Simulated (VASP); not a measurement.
Bi3Br2, 5 atoms in the cell. It takes space group P-6m2 (No. 187, hexagonal). Conventional cell: a = 6.492 Å, b = 6.492 Å, c = 8.795 Å, α = 90.00°, β = 90.00°, γ = 120.00°. Bi (site symmetry mm2) has 4 Bi at 3.06 to 3.44 Å and 2 Br at 3.21 Å within 4.0 Å. Within 4.2 Å of Br (site symmetry 3m) lie 3 Bi at 3.21 Å and 1 Br at 3.76 Å. The cell was generated, and may not be a known phase.

| Property | Result |
| --- | --- |
| Program | VASP 6.6.1 |
| Task | single point |
| Functional | PBE |
| Potentials or basis | VASP PAW PBE potentials, release 64 (Bi_d, Br) |
| Cutoff | 520 eV |
| k mesh | 6 × 6 × 4 |
| Occupations | gaussian, width 0.1 eV |
| Spin | no spin polarisation |
| Dipole correction | no |
| Further INCAR settings | ALGO = Normal; EDIFF = 1e-07; NBANDS = 38 |

Potentials or basis: VASP PAW PBE potentials, release 64 (Bi_d, Br).

The run is started by

```console
$ cat potpaw_PBE.64/Bi_d/POTCAR potpaw_PBE.64/Br/POTCAR > POTCAR
$ mpirun -np 1 vasp_std > vasp.out
```

Hardware: 1 thread of AMD EPYC 9R45 96-Core Processor (Zen 5), with other jobs on the host.

Q: Estimate the wall time of this run.

A: Run time: 2.5 min on 1 thread of AMD EPYC 9R45 96-Core Processor (Zen 5) (shared host), peak memory 0.5 GiB. Counts: scf iterations 18, k points 21.
